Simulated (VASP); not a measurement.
La:

```
La
1.0
     0.00000    2.60000    2.60000
     2.60000    0.00000    2.60000
     2.60000    2.60000    0.00000
La
1
Direct
  0.00000 0.00000 0.00000
```

```yaml
Program: VASP 6.6.1
Task: relaxation of cell and atoms
Functional: PBEsol
Potentials_or_basis: VASP PAW PBE potentials, release 64 (La)
Cutoff: 600 eV
k_mesh: 9 × 9 × 9
Occupations: fermi-dirac, width 0.05 eV
Spin: no spin polarisation
```

At the start: pressure -1.2 GPa; volume 35.15 Å³/atom.

Task: Where does the relaxation end?

Result: Over 4 steps the energy falls by 7.6 meV/atom and the volume is 33.26 Å³/atom (-5.4 %); space group Fm-3m (No. 225, to 0.05 Å).

The path:
```csv
step,energy change (eV),largest force (eV/Å),pressure (GPa),volume (Å³)
1,0.0000,0.0000,-1.22,35.15
2,-0.0069,0.0000,-0.43,33.81
3,-0.0076,0.0000,0.11,33.13
4,-0.0076,0.0000,0.00,33.26
```

Final structure:
```yaml
crystal:
  lattice:
    - [0.00000, 2.55252, 2.55252]
    - [2.55252, 0.00000, 2.55252]
    - [2.55252, 2.55252, 0.00000]
  atoms:
    - { symbol: La, position: [0.00000, 0.00000, 0.00000] }
```

Caveat: the PAW data sets were made with another functional, which shifts forces and pressure a little.
